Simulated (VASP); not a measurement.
# Ga (Fmmm) in VASP: single point with r2SCAN

Aim: the single point of Ga with r2SCAN.

Everything below comes from runs of VASP 6.6.1. Logs are shortened: lines on timing, memory, paths and dates and some standing lists are left out, and cuts for length are marked.

### Step 1. The cell of the first run

Symmetry: Fmmm, No. 69, orthorhombic system. The conventional cell has a = 3.946 Å, b = 3.996 Å, c = 4.458 Å, α = 90.00°, β = 90.00°, γ = 90.00°. Within 3.7 Å of Ga (site symmetry mmm) lie 12 Ga at 2.81 to 2.99 Å.

### Step 2. Single point, r2SCAN (strain +0.0125 x Voigt [0, 0, 0, 0, 0, 1])

The input, POSCAR:

```
Ga
1.0
   -1.3952250000      1.3952250000      2.2290000000
    1.3952250000     -1.3952250000      2.2290000000
    1.4127750000      1.4127750000     -2.2290000000
Ga
1
Direct
    0.0000000000      0.0000000000      0.0000000000
```

The input, INCAR.step1:

```
PREC = Accurate ; ENCUT = 520
ISMEAR = 0 ; SIGMA = 0.15
LREAL = F ; LASPH = T
NELM = 80 ; NBANDS = 12
GGA = PE ; ALGO = Normal
EDIFF = 1E-4 ; LWAVE = T
LCHARG = F
```

The input, INCAR.step2:

```
PREC = Accurate ; ENCUT = 520
EDIFF = 1E-6 ; ISMEAR = 0
SIGMA = 0.15 ; LREAL = F
LASPH = T ; NELM = 80
ALGO = Normal ; ISIF = 2
LWAVE = F ; LCHARG = F
METAGGA = R2SCAN ; LMIXTAU = T
NBANDS = 12 ; ISTART = 1
```

The input, KPOINTS:

```
Automatic mesh
0
Gamma
  24 24 24
```

Potentials or basis: VASP PAW PBE potentials, release 64 (Ga_d).

Launch:

```sh
$ cat potpaw_PBE.64/Ga_d/POTCAR > POTCAR
$ cp INCAR.step1 INCAR
$ mpirun -np 1 vasp_std > vasp.out
$ cp INCAR.step2 INCAR
$ mpirun -np 1 vasp_std > vasp.out
```

OUTCAR:

```text
PREC = Accurate
   ENCUT = 520
   EDIFF = 1E-6
   ISMEAR = 0
   LREAL = F
   LASPH = T
   NELM = 80
   ISIF = 2
   METAGGA = R2SCAN
   ISTART = 1

 ion  position               nearest neighbor table
   1  0.000  0.000  0.000-

  LATTYP: Found a face centered orthorhombic cell.
 ALAT       =     3.9462922351
 B/A-ratio  =     1.0125786164
 C/A-ratio  =     1.1296679856

  Lattice vectors:

 A1 = (   1.4127750000,   1.4127750000,   2.2290000000)
 A2 = (   1.3952250000,  -1.3952250000,   2.2290000000)
 A3 = (   2.8080000000,   0.0175500000,   0.0000000000)

Analysis of symmetry for initial positions (statically):
=====================================================================
 Subroutine PRICEL returns:
 Original cell was already a primitive cell.

 Routine SETGRP: Setting up the symmetry group for a
 face centered orthorhombic supercell.

 Subroutine GETGRP returns: Found  8 space group operations
 (whereof  8 operations were pure point group operations)
 out of a pool of  8 trial point group operations.

The static configuration has the point symmetry D_2h.

Analysis of symmetry for dynamics (positions and initial velocities):
=====================================================================
 Subroutine PRICEL returns:
 Original cell was already a primitive cell.

 Routine SETGRP: Setting up the symmetry group for a
 face centered orthorhombic supercell.

 Subroutine GETGRP returns: Found  8 space group operations
 (whereof  8 operations were pure point group operations)
 out of a pool of  8 trial point group operations.

The dynamic configuration has the point symmetry D_2h.

 Subroutine INISYM returns: Found  8 space group operations
 (whereof  8 operations are pure point group operations),
 and found     1 'primitive' translations

----------------------------------------------------------------------------------------

                                     Primitive cell

  volume of cell :      17.5747

  direct lattice vectors                    reciprocal lattice vectors
    -1.395225000  1.395225000  2.229000000    -0.002225870  0.356139268  0.224315837
     1.395225000 -1.395225000  2.229000000     0.356139268 -0.002225870  0.224315837
     1.412775000  1.412775000 -2.229000000     0.353913397  0.353913397  0.000000000

  length of vectors
     2.976868590  2.976868590  2.993377257     0.420901090  0.420901090  0.500509126

  position of ions in fractional coordinates (direct lattice)
     0.000000000  0.000000000  0.000000000

  ion indices of the primitive-cell ions
   primitive index   ion index
                 1           1

----------------------------------------------------------------------------------------

 KPOINTS: Automatic mesh

Automatic generation of k-mesh.
 Grid dimensions read from file:
 generate k-points for:   24   24   24

 Generating k-lattice:

  Cartesian coordinates                     Fractional coordinates (reciprocal lattice)
    -0.000092745  0.014839136  0.009346493     0.041666667  0.000000000 -0.000000000
     0.014839136 -0.000092745  0.009346493     0.000000000  0.041666667 -0.000000000
     0.014746392  0.014746392  0.000000000     0.000000000  0.000000000  0.041666667

  Length of vectors
     0.017537545  0.017537545  0.020854547

  Shift w.r.t. Gamma in fractional coordinates (k-lattice)
     0.000000000  0.000000000  0.000000000

 Subroutine IBZKPT returns following result:
 ===========================================

 Found   1963 irreducible k-points:

 Following reciprocal coordinates:
            Coordinates               Weight
  0.000000  0.000000  0.000000      1.000000
  0.041667  0.000000  0.000000      8.000000
  0.083333  0.000000  0.000000      8.000000
  0.125000  0.000000  0.000000      8.000000
  0.166667  0.000000  0.000000      8.000000
  0.208333  0.000000  0.000000      8.000000
[... 16 lines left out ...]
  0.416667  0.041667  0.000000      8.000000
  0.458333  0.041667  0.000000      8.000000
 [... further k-points ...]
   k-points           NKPTS =   1963   k-points in BZ     NKDIM =   1963   number of bands    NBANDS=     12
   number of dos      NEDOS =    301   number of ions     NIONS =      1
   total plane-waves  NPLWV =  13824
   dimension x,y,z NGX =    24 NGY =   24 NGZ =   24
   dimension x,y,z NGXF=    48 NGYF=   48 NGZF=   48
   ions per type =               1
   NGX,Y,Z   is equivalent  to a cutoff of  13.40, 13.40, 13.33 a.u.
   NGXF,Y,Z  is equivalent  to a cutoff of  26.81, 26.81, 26.66 a.u.
 SYSTEM =  unknown system
   PREC   = accura    normal or accurate (medium, high low for compatibility)
   ISTART =      1    job   : 0-new  1-cont  2-samecut
   ICHARG =      0    charge: 1-file 2-atom 10-const
   ISPIN  =      1    spin polarized calculation?
   LNONCOLLINEAR =      F non collinear calculations
   LSORBIT =      F    spin-orbit coupling
   LASPH  =      T    aspherical Exc in radial PAW
   ENCUT  =  520.0 eV  38.22 Ry    6.18 a.u.   5.54  5.54  5.57*2*pi/ulx,y,z
   NELM   =     80;   NELMIN=  2; NELMDL=  0     # of ELM steps
   EDIFF  = 0.1E-05   stopping-criterion for ELM
   LREAL  =      F    real-space projection
[... 7 lines left out ...]
   TEBEG  =    0.0;   TEEND  =   0.0 temperature during run
   PSTRESS=    0.0 pullay stress
   NELECT =      13.0000    total number of electrons
   NUPDOWN=      -1.0000    fix difference up-down
   EMIN   =  10.00;   EMAX   =-10.00  energy-range for DOS
   EFERMI =   0.00;   METHOD = LEGACY
   ISMEAR =     0;   SIGMA  =   0.15  broadening in eV -4-tet -1-fermi 0-gaus
   EFERMI_NEDOS =   21; number of points for ismear=-14 and -15
   IALGO  =     38    algorithm
   IMIX   =      4    mixing-type and parameters
     AMIX     =   0.40;   BMIX     =  1.00
     AMIX_MAG =   1.60;   BMIX_MAG =  1.00
  volume/ion in A,a.u.               =      17.57       118.60
  Fermi-wavevector in a.u.,A,eV,Ry     =   1.480563  2.797858 29.824873  2.192066
  Thomas-Fermi vector in A             =   2.594582
   LORBIT       =      0    0 simple, 1 ext, 2 COOP (PROOUT), +10 PAW based schemes
   METAGGA = R2SCAN    functional components
   LHFCALC =     F    Hartree Fock is set to
   AEXX    =    0.0000 exact exchange contribution
   IVDW    =     0    specifies the selected vdW correction
   LEPSILON=     F    determine dielectric tensor
   LRPA    =     F    only Hartree local field effects (RPA)
 non-spin polarized calculation
 Gauss-broadening in eV      SIGMA  =   0.15
  energy-cutoff  :      520.00
  volume of cell :       17.57
 maximum number of plane-waves:       485
 NGX is ok and might be reduce to    24
   NGX = 11   NGY = 11   NGZ = 11

 number of electron      12.9999996 magnetization

 Free energy of the ion-electron system (eV)
  ---------------------------------------------------
  ext. energy  EPLUGINS =         0.00000000
  ---------------------------------------------------
  free energy    TOTEN  =       -11.30966674 eV

  energy without entropy =      -11.30546028  energy(sigma->0) =      -11.30756351

 E-fermi :   6.1505     XC(G=0): -12.5930

 val. band max:        6.1459591278   @ k =  -0.1250   0.2083   0.3333
 cond. band min:       6.1507443327   @ k =  -0.2083   0.2083   0.3750
 fundamental gap:      0.0047852048
 Fermi energy:         6.1505315087

 k-point     1 :       0.0000    0.0000    0.0000
  band No.  band energies     occupation
      1      -9.4807      2.00000
      2      -9.3491      2.00000
      3      -9.3379      2.00000
      4      -9.3200      2.00000
      5      -9.1710      2.00000
      6      -6.0935      2.00000
      7      19.9018      0.00000
      8      19.9573      0.00000
      9      20.0454      0.00000
     10      23.2735      0.00000
     11      23.3745      0.00000
     12      24.0270      0.00000

 k-point     2 :       0.0417    0.0000    0.0000
  band No.  band energies     occupation
      1      -9.4779      2.00000
      2      -9.3485      2.00000
      3      -9.3371      2.00000
      4      -9.3193      2.00000
      5      -9.1725      2.00000
      6      -6.0437      2.00000
      7      19.2198      0.00000
      8      19.8204      0.00000
      9      19.8604      0.00000
     10      22.6519      0.00000
     11      23.6842      0.00000
     12      24.2191      0.00000

 k-point     3 :       0.0833    0.0000    0.0000
  band No.  band energies     occupation
      1      -9.4705      2.00000
      2      -9.3500      2.00000
      3      -9.3329      2.00000
      4      -9.3157      2.00000
      5      -9.1764      2.00000
      6      -5.8938      2.00000
      7      17.6130      0.00000
      8      19.3289      0.00000
      9      19.6773      0.00000
     10      22.2864      0.00000
     11      24.0160      0.00000
     12      24.6532      0.00000
[... 286 lines left out ...]
 k-point    23 :       0.4167    0.0417    0.0000
  band No.  band energies     occupation
      1      -9.4951      2.00000
      2      -9.4398      2.00000
      3      -9.3229      2.00000
      4      -9.1438      2.00000
      5      -9.1124      2.00000
      6      -0.6682      2.00000
      7       3.5830      2.00000
      8      15.4562      0.00000
      9      18.0784      0.00000
     10      19.8772      0.00000
     11      21.8475      0.00000
     12      23.7952      0.00000

 k-point    24 :       0.4583    0.0417    0.0000
  band No.  band energies     occupation
      1      -9.5018      2.00000
      2      -9.4419      2.00000
      3      -9.3269      2.00000
      4      -9.1398      2.00000
      5      -9.0984      2.00000
      6       0.4040      2.00000
      7       2.2751      2.00000
      8      15.2869      0.00000
      9      18.1907      0.00000
     10      19.8272      0.00000
     11      21.6957      0.00000
     12      23.9544      0.00000

 [... further k-points ...]

------------------------ aborting loop because EDIFF is reached ----------------------------------------

  FORCE on cell =-STRESS in cart. coord.  units (eV):
  Direction    XX          YY          ZZ          XY          YZ          ZX
  --------------------------------------------------------------------------------------
  -------------------------------------------------------------------------------------
  Total        0.0916120      0.0916120      0.1218808     -0.0105746      0.0000000      0.0000000
  in kB        8.3517127      8.3517127     11.1111418     -0.9640200      0.0000000      0.0000000
  external PRESSURE =       9.2715224 kB  Pullay stress =       0.0000000 kB

 VOLUME and BASIS-vectors are now :
 -----------------------------------------------------------------------------
  energy-cutoff  :      520.00
  volume of cell :       17.57
      direct lattice vectors                 reciprocal lattice vectors
    -1.395225000  1.395225000  2.229000000    -0.002225870  0.356139268  0.224315837
     1.395225000 -1.395225000  2.229000000     0.356139268 -0.002225870  0.224315837
     1.412775000  1.412775000 -2.229000000     0.353913397  0.353913397  0.000000000

 POSITION                                       TOTAL-FORCE (eV/Angst)
 -----------------------------------------------------------------------------------
      0.00000      0.00000      0.00000        -0.000000      0.000000      0.000000
 -----------------------------------------------------------------------------------
    total drift:                                0.000000      0.000000      0.000000

  FREE ENERGIE OF THE ION-ELECTRON SYSTEM (eV)
  ---------------------------------------------------
  free  energy   TOTEN  =       -11.3096667405 eV

  energy  without entropy=      -11.3054602796  energy(sigma->0) =      -11.30756351
```

Run time: 7.1 min. Hardware: 1 thread of Intel Xeon 6975P-C (Granite Rapids), shared host; peak memory 0.49 GiB.

Results:

```
Free energy            : -11.3097 eV
Pressure               : 0.9 GPa
Band gap on the k mesh : zero (an odd number of electrons rules out a gap without spin polarisation)
```

Stress tensor (GPa, compression positive):
```
 0.84 -0.10  0.00
-0.10  0.84  0.00
 0.00  0.00  1.11
```

Caveat: the cell differs from its parent crystal (strain +0.0125 x Voigt [0, 0, 0, 0, 0, 1]); the PAW data sets were made with another functional, which shifts forces and pressure a little.
